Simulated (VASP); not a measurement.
Wanted: the native input for a VASP 6.6.1 run.

```yaml
Task: single point
Functional: PBE
Potentials_or_basis: VASP PAW PBE potentials, release 64 (Si)
Cutoff: 520 eV
k_mesh: 21 × 21 × 21
Occupations: gaussian, width 0.1 eV
Spin: no spin polarisation
Dipole_correction: no
Further_INCAR_settings: ALGO = Normal; EDIFF = 1e-06; NBANDS = 8
```

The structure of Si lies in POSCAR:

```
Si
1.0
   -1.5407675432      1.5407675432      1.5407675432
    1.5407675432     -1.5407675432      1.5407675432
    1.5407675432      1.5407675432     -1.5407675432
Si
1
Direct
    0.0000000000      0.0000000000      0.0000000000
```

The input as run:

INCAR

```
SYSTEM = Si
ALGO     = Normal         ! electronic algorithm
EDIFF    = 1E-6           ! SCF threshold, eV
ENCUT    = 520            ! plane-wave cutoff, eV
GGA      = PE             ! functional
ISIF     = 2              ! what is computed and relaxed
ISMEAR   = 0              ! smearing method
LASPH    = .True.         ! aspherical terms in the spheres
LCHARG   = .False.        ! write CHGCAR
LREAL    = .False.        ! projectors in reciprocal space
LWAVE    = .False.        ! write WAVECAR
NBANDS   = 8              ! bands
NELM     = 60             ! most SCF steps
PREC     = Accurate       ! precision mode
SIGMA    = 0.1            ! smearing width, eV
```

KPOINTS

```
k-points
0
Gamma
  21 21 21
  0 0 0
```

Potentials or basis: VASP PAW PBE potentials, release 64 (Si).

The run is started by

```sh
$ cat potpaw_PBE.64/Si/POTCAR > POTCAR
$ mpirun -np 1 vasp_std > vasp.out
```

Results of the run:

```
Pressure               : 0.0 GPa
Band gap on the k mesh : zero (band 2 reaches 21.29 eV, above the bottom of band 3 at 5.82 eV)
```

It took 28 s on 1 thread of Intel Xeon 8259CL, on a shared host, peak memory 0.13 GiB.
